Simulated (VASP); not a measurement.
# Mo16H in VASP: single point with PBE

Aim: the single point of Mo16H with PBE.

All numbers are computed with VASP 6.6.1; they aren't measurements. Logs are shortened: lines on timing, memory, paths and dates and some standing lists are left out, and cuts for length are marked.

## 1. The cell of the first run

The cell holds a slab with vacuum, 17 atoms: a = 6.321 Å, b = 6.321 Å, c = 20.088 Å, α = 90.00°, β = 90.00°, γ = 90.00°.

## 2. Single point, PBE

Contents of INCAR:

```
SYSTEM = Mo16H
ALGO     = Normal         ! electronic algorithm
DIPOL    = 0.5 0.5 0.327
EDIFF    = 1E-6           ! SCF threshold, eV
ENCUT    = 520            ! plane-wave cutoff, eV
GGA      = PE             ! functional
IDIPOL   = 3            
ISIF     = 2              ! what is computed and relaxed
ISMEAR   = 0              ! smearing method
LASPH    = .TRUE.         ! aspherical terms in the spheres
LCHARG   = .FALSE.        ! write CHGCAR
LDIPOL   = .TRUE.       
LREAL    = Auto         
LWAVE    = .FALSE.        ! write WAVECAR
NBANDS   = 126            ! bands
NELM     = 60             ! most SCF steps
PREC     = Accurate       ! precision mode
SIGMA    = 0.1            ! smearing width, eV
```

Contents of KPOINTS:

```
k-points
0
G
  4 4 1
  0 0 0
```

Contents of POSCAR:

```
Mo16H
1.0
    6.3209357483      0.0000000000      0.0000000000
    0.0000000000      6.3209357483      0.0000000000
    0.0000000000      0.0000000000     20.0883894453
Mo H
16 1
Direct
    0.2500000000      0.2500000000      0.1991199947
    0.2500000000      0.7500000000      0.1991199947
    0.7500000000      0.2500000000      0.1991199947
    0.7500000000      0.7500000000      0.1991199947
    0.0000000000      0.0000000000      0.2777840379
    0.0000000000      0.5000000000      0.2777840379
    0.5000000000      0.0000000000      0.2777840379
    0.5000000000      0.5000000000      0.2777840379
    0.2500000000      0.2500000000      0.3589730499
    0.2500000000      0.7500000000      0.3589730499
    0.7500000000      0.2500000000      0.3589730499
    0.7500000000      0.7500000000      0.3589730499
    0.0000000000      0.0000000000      0.4275300152
    0.0000000000      0.5000000000      0.4275300152
    0.5000000000      0.0000000000      0.4275300152
    0.5000000000      0.5000000000      0.4275300152
    0.1250000000      0.1250000000      0.4968944026
```

Potentials or basis: VASP PAW PBE potentials, release 64 (Mo_sv, H).

Command:

```
$ cat potpaw_PBE.64/Mo_sv/POTCAR potpaw_PBE.64/H/POTCAR > POTCAR
$ mpirun -np 1 vasp_std > vasp.out
```

OUTCAR:

```text
SYSTEM = Mo16H
   EDIFF = 1E-6
   ENCUT = 520
   GGA = PE
   ISIF = 2
   ISMEAR = 0
   LASPH = .TRUE.
   LREAL = Auto
   NELM = 60
   PREC = Accurate

 ion  position               nearest neighbor table
   1  0.250  0.250  0.199-   5 2.74   6 2.74   7 2.74   8 2.74   2 3.16   3 3.16   2 3.16   3 3.16
                             9 3.21
   2  0.250  0.750  0.199-   5 2.74   6 2.74   7 2.74   8 2.74   1 3.16   4 3.16   1 3.16   4 3.16
                            10 3.21
   3  0.750  0.250  0.199-   5 2.74   6 2.74   7 2.74   8 2.74   1 3.16   4 3.16   4 3.16   1 3.16
                            11 3.21
   4  0.750  0.750  0.199-   5 2.74   6 2.74   7 2.74   8 2.74   2 3.16   3 3.16   3 3.16   2 3.16
                            12 3.21
   5  0.000  0.000  0.278-   1 2.74   2 2.74   3 2.74   4 2.74   9 2.77  10 2.77  11 2.77  12 2.77
                            13 3.01   7 3.16   6 3.16   6 3.16   7 3.16
   6  0.000  0.500  0.278-   1 2.74   2 2.74   3 2.74   4 2.74   9 2.77  10 2.77  11 2.77  12 2.77
                            14 3.01   8 3.16   5 3.16   5 3.16   8 3.16
   7  0.500  0.000  0.278-   1 2.74   2 2.74   3 2.74   4 2.74   9 2.77  10 2.77  11 2.77  12 2.77
                            15 3.01   8 3.16   5 3.16   8 3.16   5 3.16
   8  0.500  0.500  0.278-   1 2.74   2 2.74   3 2.74   4 2.74   9 2.77  10 2.77  11 2.77  12 2.77
                            16 3.01   7 3.16   6 3.16   7 3.16   6 3.16
   9  0.250  0.250  0.359-  13 2.63  14 2.63  15 2.63  16 2.63   5 2.77   6 2.77   7 2.77   8 2.77
                            10 3.16  11 3.16  10 3.16  11 3.16   1 3.21
  10  0.250  0.750  0.359-  13 2.63  14 2.63  15 2.63  16 2.63   5 2.77   6 2.77   7 2.77   8 2.77
                             9 3.16  12 3.16   9 3.16  12 3.16   2 3.21
  11  0.750  0.250  0.359-  13 2.63  14 2.63  15 2.63  16 2.63   5 2.77   6 2.77   7 2.77   8 2.77
                             9 3.16  12 3.16  12 3.16   9 3.16   3 3.21
  12  0.750  0.750  0.359-  13 2.63  14 2.63  15 2.63  16 2.63   5 2.77   6 2.77   7 2.77   8 2.77
                            10 3.16  11 3.16  11 3.16  10 3.16   4 3.21
  13  0.000  0.000  0.428-  17 1.79  10 2.63  11 2.63  12 2.63   9 2.63   5 3.01  15 3.16  14 3.16
                            14 3.16  15 3.16
  14  0.000  0.500  0.428-   9 2.63  10 2.63  11 2.63  12 2.63   6 3.01  13 3.16  16 3.16  13 3.16
                            16 3.16
  15  0.500  0.000  0.428-   9 2.63  10 2.63  11 2.63  12 2.63   7 3.01  13 3.16  16 3.16  16 3.16
                            13 3.16
  16  0.500  0.500  0.428-   9 2.63  10 2.63  11 2.63  12 2.63   8 3.01  14 3.16  15 3.16  15 3.16
                            14 3.16
  17  0.125  0.125  0.497-  13 1.79

  LATTYP: Found a simple tetragonal cell.
 ALAT       =     6.3209357483
 C/A-ratio  =     3.1780720838

  Lattice vectors:

 A1 = (   6.3209357483,   0.0000000000,   0.0000000000)
 A2 = (   0.0000000000,   6.3209357483,   0.0000000000)
 A3 = (   0.0000000000,   0.0000000000,  20.0883894453)

Analysis of symmetry for initial positions (statically):
=====================================================================
 Subroutine PRICEL returns:
 Original cell was already a primitive cell.

 Routine SETGRP: Setting up the symmetry group for a
 simple tetragonal supercell.

 Subroutine GETGRP returns: Found  2 space group operations
 (whereof  2 operations were pure point group operations)
 out of a pool of 16 trial point group operations.

The static configuration has the point symmetry C_1h.

Analysis of symmetry for dynamics (positions and initial velocities):
=====================================================================
 Subroutine PRICEL returns:
 Original cell was already a primitive cell.

 Routine SETGRP: Setting up the symmetry group for a
 simple tetragonal supercell.

 Subroutine GETGRP returns: Found  2 space group operations
 (whereof  2 operations were pure point group operations)
 out of a pool of 16 trial point group operations.

The dynamic configuration has the point symmetry C_1h.

 Subroutine INISYM returns: Found  2 space group operations
 (whereof  2 operations are pure point group operations),
 and found     1 'primitive' translations

----------------------------------------------------------------------------------------

                                     Primitive cell

  volume of cell :     802.6161

  direct lattice vectors                    reciprocal lattice vectors
     6.320935748  0.000000000  0.000000000     0.158204424  0.000000000  0.000000000
     0.000000000  6.320935748  0.000000000     0.000000000  0.158204424  0.000000000
     0.000000000  0.000000000 20.088389445     0.000000000  0.000000000  0.049779999

  length of vectors
[... 57 lines left out ...]
     0.039551106  0.039551106  0.049779999

  Shift w.r.t. Gamma in fractional coordinates (k-lattice)
     0.000000000  0.000000000  0.000000000

 Subroutine IBZKPT returns following result:
 ===========================================

 Found      7 irreducible k-points:

 Following reciprocal coordinates:
            Coordinates               Weight
  0.000000  0.000000  0.000000      1.000000
  0.250000  0.000000  0.000000      4.000000
  0.500000  0.000000  0.000000      2.000000
  0.250000  0.250000  0.000000      2.000000
 -0.250000  0.250000  0.000000      2.000000
  0.500000  0.250000  0.000000      4.000000
  0.500000  0.500000  0.000000      1.000000
   k-points           NKPTS =      7   k-points in BZ     NKDIM =      7   number of bands    NBANDS=    126
   number of dos      NEDOS =    301   number of ions     NIONS =     17
   total plane-waves  NPLWV = 345600
   dimension x,y,z NGX =    48 NGY =   48 NGZ =  150
   dimension x,y,z NGXF=    96 NGYF=   96 NGZF=  300
   ions per type =              16   1
   NGX,Y,Z   is equivalent  to a cutoff of  12.62, 12.62, 12.41 a.u.
   NGXF,Y,Z  is equivalent  to a cutoff of  25.25, 25.25, 24.83 a.u.
 SYSTEM =  Mo16H
   PREC   = accura    normal or accurate (medium, high low for compatibility)
   ISTART =      0    job   : 0-new  1-cont  2-samecut
   ICHARG =      2    charge: 1-file 2-atom 10-const
   ISPIN  =      1    spin polarized calculation?
   LNONCOLLINEAR =      F non collinear calculations
   LSORBIT =      F    spin-orbit coupling
   LASPH  =      T    aspherical Exc in radial PAW
   ENCUT  =  520.0 eV  38.22 Ry    6.18 a.u.  11.75 11.75 37.35*2*pi/ulx,y,z
   NELM   =     60;   NELMIN=  2; NELMDL= -5     # of ELM steps
   EDIFF  = 0.1E-05   stopping-criterion for ELM
   LREAL  =      T    real-space projection
   EDIFFG = 0.1E-04   stopping-criterion for IOM
   NSW    =      0    number of steps for IOM
   IBRION =     -1    ionic relax: 0-MD 1-quasi-New 2-CG
   NFREE  =      0    steps in history (QN), initial steepest desc. (CG)
   ISIF   =      2    stress and relaxation
   ISYM   =      2    0-nonsym 1-usesym 2-fastsym
   POTIM  = 0.5000    time-step for ionic-motion
   TEBEG  =    0.0;   TEEND  =   0.0 temperature during run
   PSTRESS=    0.0 pullay stress
   NELECT =     225.0000    total number of electrons
   NUPDOWN=      -1.0000    fix difference up-down
   EMIN   =  10.00;   EMAX   =-10.00  energy-range for DOS
   EFERMI =   0.00;   METHOD = LEGACY
   ISMEAR =     0;   SIGMA  =   0.10  broadening in eV -4-tet -1-fermi 0-gaus
   EFERMI_NEDOS =   21; number of points for ismear=-14 and -15
   IALGO  =     38    algorithm
   IMIX   =      4    mixing-type and parameters
     AMIX     =   0.40;   BMIX     =  1.00
     AMIX_MAG =   1.60;   BMIX_MAG =  1.00
  volume/ion in A,a.u.               =      47.21       318.61
  Fermi-wavevector in a.u.,A,eV,Ry     =   1.071436  2.024721 15.619160  1.147976
  Thomas-Fermi vector in A             =   2.207177
   LORBIT       =      0    0 simple, 1 ext, 2 COOP (PROOUT), +10 PAW based schemes
   GGA     = PE    functional components
   LHFCALC =     F    Hartree Fock is set to
   AEXX    =    0.0000 exact exchange contribution
   IVDW    =     0    specifies the selected vdW correction
   LEPSILON=     F    determine dielectric tensor
   LRPA    =     F    only Hartree local field effects (RPA)
 non-spin polarized calculation
 Gauss-broadening in eV      SIGMA  =   0.10
  energy-cutoff  :      520.00
  volume of cell :      802.62
 maximum number of plane-waves:     21671
   NGX = 23   NGY = 23   NGZ = 75

 dipolmoment           0.000000      0.000000     -0.022923 electrons x Angstroem

 number of electron     225.0000018 magnetization

 dipolmoment           0.000000      0.000000      0.071930 electrons x Angstroem

 Free energy of the ion-electron system (eV)
  ---------------------------------------------------
  ext. energy  EPLUGINS =         0.00000000
  ---------------------------------------------------
  free energy    TOTEN  =      -161.79104447 eV

  energy without entropy =     -161.69939058  energy(sigma->0) =     -161.74521753

 E-fermi :   1.1950     XC(G=0):  -5.3497

 val. band max:        1.1872989508   @ k =  -0.2500   0.2500   0.0000
 cond. band min:       1.2223954731   @ k =   0.0000   0.0000   0.0000
 fundamental gap:      0.0350965223
 Fermi energy:         1.1949857086

 k-point     1 :       0.0000    0.0000    0.0000
  band No.  band energies     occupation
      1     -59.7386      2.00000
      2     -59.5901      2.00000
      3     -59.5820      2.00000
      4     -59.5805      2.00000
      5     -59.5581      2.00000
      6     -59.5533      2.00000
[... 878 lines left out ...]
    123       2.2358      0.00000
    124       2.2402      0.00000
 [bands above 124 left out]

------------------------ aborting loop because EDIFF is reached ----------------------------------------

 vacuum level on the upper side and lower side of the slab       (xc-potential included)         0.026        -0.303

  FORCE on cell =-STRESS in cart. coord.  units (eV):
  Direction    XX          YY          ZZ          XY          YZ          ZX
  --------------------------------------------------------------------------------------
  -------------------------------------------------------------------------------------
  Total      -21.1299861    -21.1299861     -9.4594456      1.2620576      0.6051887      0.6051878
  in kB      -42.1795481    -42.1795481    -18.8828870      2.5193115      1.2080740      1.2080721
  external PRESSURE =     -34.4139944 kB  Pullay stress =       0.0000000 kB

 VOLUME and BASIS-vectors are now :
 -----------------------------------------------------------------------------
  energy-cutoff  :      520.00
  volume of cell :      802.62
      direct lattice vectors                 reciprocal lattice vectors
     6.320935748  0.000000000  0.000000000     0.158204424  0.000000000  0.000000000
     0.000000000  6.320935748  0.000000000     0.000000000  0.158204424  0.000000000
     0.000000000  0.000000000 20.088389445     0.000000000  0.000000000  0.049779999

 POSITION                                       TOTAL-FORCE (eV/Angst)
 -----------------------------------------------------------------------------------
      1.58023      1.58023      4.00000         0.017946      0.017946      1.808978
      1.58023      4.74070      4.00000        -0.021203     -0.000423      1.700654
      4.74070      1.58023      4.00000        -0.000423     -0.021203      1.700654
      4.74070      4.74070      4.00000        -0.028861     -0.028861      1.743193
      0.00000      0.00000      5.58023         0.033441      0.033441     -1.860960
      0.00000      3.16047      5.58023         0.007194      0.018246     -1.769405
[... 9 lines left out ...]
      3.16047      3.16047      8.58839         0.057696      0.057696      0.039708
      0.79012      0.79012      9.98181         0.221366      0.221366      0.023070
 -----------------------------------------------------------------------------------
    total drift:                                0.000055      0.000055     -0.001634

  FREE ENERGIE OF THE ION-ELECTRON SYSTEM (eV)
  ---------------------------------------------------
  free  energy   TOTEN  =      -161.7910444711 eV

  energy  without entropy=     -161.6993905806  energy(sigma->0) =     -161.74521753

 vacuum level on the upper side and lower side of the slab         5.261         4.899
```

Run time: 27 min. Hardware: 1 thread of Intel Xeon Platinum 8488C (Sapphire Rapids), shared host; peak memory 0.95 GiB.

Results:

```yaml
Free_energy: -161.7910 eV
Largest_force: 1.862 eV/Å
Band_gap_on_the_k_mesh: zero (an odd number of electrons rules out a gap without spin polarisation)
```

Forces on the atoms (eV/Å):
```
Mo   0.018  0.018  1.809
Mo  -0.021  0.000  1.701
Mo   0.000 -0.021  1.701
Mo  -0.029 -0.029  1.743
Mo   0.033  0.033 -1.861
Mo   0.007  0.018 -1.769
Mo   0.018  0.007 -1.769
Mo   0.072  0.072 -1.794
Mo   0.132  0.132 -0.318
Mo   0.083  0.027 -0.026
Mo   0.027  0.083 -0.026
Mo  -0.635 -0.635 -0.275
Mo   0.154  0.154  0.631
Mo  -0.018 -0.121  0.096
Mo  -0.121 -0.018  0.096
Mo   0.058  0.058  0.040
H    0.221  0.221  0.023
```

Levels at points of the mesh, in eV from the Fermi level:
```tsv
k point	band 111	band 112	band 113	band 114	band 115	band 116
(0.00, 0.00, 0.00)	-0.12	0.03	0.50	0.53	0.63	0.91
(0.50, 0.00, 0.00)	-0.17	-0.17	-0.09	-0.09	0.10	0.71
(0.50, 0.50, 0.00)	-0.21	-0.19	-0.11	-0.08	-0.07	-0.07
```

The gap in the log of VASP goes by the Fermi energy; the results here count the filled bands.